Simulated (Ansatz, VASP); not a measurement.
**Two plane-wave programs on Al3GaN4**

The input POSCAR:

```
Al3GaN4
1.0
    4.9841180751     -0.0293108352      0.0014516356
   -0.0181805908      3.1324110154      0.0073896408
   -0.0017629143      0.0128132300      5.4816640523
Al Ga N
3 1 4
Direct
    0.5061698347      0.5235100799      0.1613827731
   -0.0343153123      0.4596839745      0.8220303594
    0.0558843476     -0.0059941607      0.3366978712
    0.5170564325      0.0432802430      0.6641212461
    0.1069699377      0.0018601625      0.6767196837
    0.1072042256      0.5082272381      0.1824561490
    0.5988084267      0.4575888538      0.8536451779
    0.6258211074      0.0118436087      0.3029477396
```

The input INCAR.step1:

```
SYSTEM = Al3GaN4
  ALGO = Normal
  EDIFF = 1E-4
  ENCUT = 520
  GGA = PE
  ISMEAR = 0
  LASPH = .TRUE.
  LCHARG = .FALSE.
  LREAL = .FALSE.
  LWAVE = .TRUE.
  NBANDS = 31
  NELM = 80
  PREC = Accurate
  SIGMA = 0.05
```

Contents of INCAR.step2:

```
SYSTEM = Al3GaN4
  ALGO = Normal
  EDIFF = 1E-6
  ENCUT = 520
  ISIF = 2
  ISMEAR = 0
  ISTART = 1
  LASPH = .TRUE.
  LCHARG = .FALSE.
  LMIXTAU = .TRUE.
  LREAL = .FALSE.
  LWAVE = .FALSE.
  METAGGA = R2SCAN
  NBANDS = 31
  NELM = 80
  PREC = Accurate
  SIGMA = 0.05
```

File KPOINTS:

```
k-points
0
G
  6 8 4
  0 0 0
```

Input for Ansatz:

```yaml
crystal:
  lattice:
    - [4.9841180751, -0.0293108352, 0.0014516356]
    - [-0.0181805908, 3.1324110154, 0.0073896408]
    - [-0.0017629143, 0.01281323, 5.4816640523]
  atoms:
    - { symbol: Al, position: [0.5061698347, 0.5235100799, 0.1613827731] }
    - { symbol: Al, position: [-0.0343153123, 0.4596839745, 0.8220303594] }
    - { symbol: Al, position: [0.0558843476, -0.0059941607, 0.3366978712] }
    - { symbol: Ga, position: [0.5170564325, 0.043280243, 0.6641212461] }
    - { symbol: "N", position: [0.1069699377, 0.0018601625, 0.6767196837] }
    - { symbol: "N", position: [0.1072042256, 0.5082272381, 0.182456149] }
    - { symbol: "N", position: [0.5988084267, 0.4575888538, 0.8536451779] }
    - { symbol: "N", position: [0.6258211074, 0.0118436087, 0.3029477396] }
basis:
  ecutwfc: 500
kpoints:
  mp_grid: { grid: [6, 8, 4] }
hamiltonian:
  xc: r2scan
scf:
  occupations: { method: gaussian, width: 0.05 }
output:
  forces: true
  stress: true
  eigenvalues: true
```

Change from the starting cell: all atoms moved at random (sigma 0.1 Å a component), cell strained at random (sigma 0.01).

Alike in both runs: task single point; functional r2SCAN; k mesh 6 × 8 × 4; occupations gaussian, width 0.05 eV; no spin polarisation.

```csv
,VASP,Ansatz
version,VASP 6.6.1,Ansatz 0.2.0
potentials or method,"VASP PAW PBE potentials, release 64 (Al, Ga_d, N), cutoff 520 eV","scalar-relativistic, plane waves, PAW"
valence electrons in the cell,42,42
```

Ansatz gave:

- gap on the k mesh at the Fermi level (eV): 2.99
- least direct gap on the mesh (eV): 2.99
- pressure (GPa): 5.6
- traceless stress, the component that is largest in VASP (GPa): 10.49
- rms of the force components (eV/Å): 2.032

Question: What did VASP give for the same quantities?

Answer: gap on the k mesh at the Fermi level (eV): 3.00; least direct gap on the mesh (eV): 3.00; pressure (GPa): 5.7; traceless stress, the component that is largest in VASP (GPa): 10.71; rms of the force components (eV/Å): 2.050.

VASP's potentials were made for PBE, not for r2SCAN. Atom by atom the forces differ by 0.032 eV/Å (rms over components). With one functional, cell and mesh, what is left measures potentials, basis and numerics.
